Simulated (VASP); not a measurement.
Runs of VASP 6.6.1 on Mg. The structure is that of space group P6_3/mmc (No. 194), or close to it. The cells are those of the table. 

| cell | gap on the mesh (eV) | pressure (GPa) |
| --- | --- | --- |
| a = 3.050, b = 3.050, c = 5.242 Å, angles 90.0, 90.0, 120.0°, 2 atoms | none | 2.9 |
| a = 3.194, b = 3.194, c = 5.104 Å, angles 90.0, 90.0, 120.0°, 2 atoms | none | (a) |
| a = 3.098, b = 3.098, c = 5.192 Å, angles 90.0, 90.0, 120.0°, 2 atoms | none | 1.7 |
| a = 3.146, b = 3.146, c = 5.149 Å, angles 90.0, 90.0, 120.0°, 2 atoms | none | 0.6 |
| a = 3.098, b = 3.098, c = 5.196 Å, angles 90.0, 90.0, 120.0°, 2 atoms | none | 1.7 |

Alike in all rows: task single point; level r2SCAN; potentials or basis VASP PAW PBE potentials, release 64 (Mg); no spin polarisation; k mesh 15 × 15 × 8; cutoff (eV) 520; smearing gaussian 0.1 eV.

Question: Fill in the values left out.

Answer: (a) -0.3.

Caveats: the PAW data sets were made with another functional, which shifts forces and pressure a little.

A gap of «none» marks levels without a gap at the run's occupations.
